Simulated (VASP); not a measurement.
A run of VASP 6.6.1:

The input INCAR:

```
SYSTEM = ScZn
ALGO = Normal ; EDIFF = 1E-7
EDIFFG = -0.01 ; ENCUT = 520
GGA = PS ; IBRION = 2
ISIF = 2 ; ISMEAR = -1
LASPH = .True. ; LCHARG = .False.
LREAL = .False. ; LWAVE = .False.
NELM = 100 ; NSW = 50
PREC = Accurate ; SIGMA = 0.05
```

Contents of KPOINTS:

```
k-points
0
Gamma
  11 11 11
  0 0 0
```

File POSCAR:

```
ScZn
1.0
    3.0436769930      0.0000000000      0.0000000000
    0.0000000000      3.0436769930      0.0000000000
    0.0000000000      0.0000000000      3.0436769930
Sc Zn
1 1
Direct
    0.0000000000      0.0000000000      0.0000000000
    0.5000000000      0.5000000000      0.5000000000
```

Potentials or basis: VASP PAW PBE potentials, release 64 (Sc_sv, Zn).

Run with:

```console
$ cat potpaw_PBE.64/Sc_sv/POTCAR potpaw_PBE.64/Zn/POTCAR > POTCAR
$ mpirun -np 1 vasp_std > vasp.out
```

Hardware: 1 thread of Intel(R) Xeon(R) Platinum 8259CL CPU @ 2.50GHz (Skylake/Cascade Lake) (shared host).

Task: Estimate the wall time of this run.

Result: Run time: 14 s on 1 thread of Intel(R) Xeon(R) Platinum 8259CL CPU @ 2.50GHz (Skylake/Cascade Lake), on a shared host, peak memory 0.15 GiB. Counts: scf iterations 14, k points 56, ion steps 1.
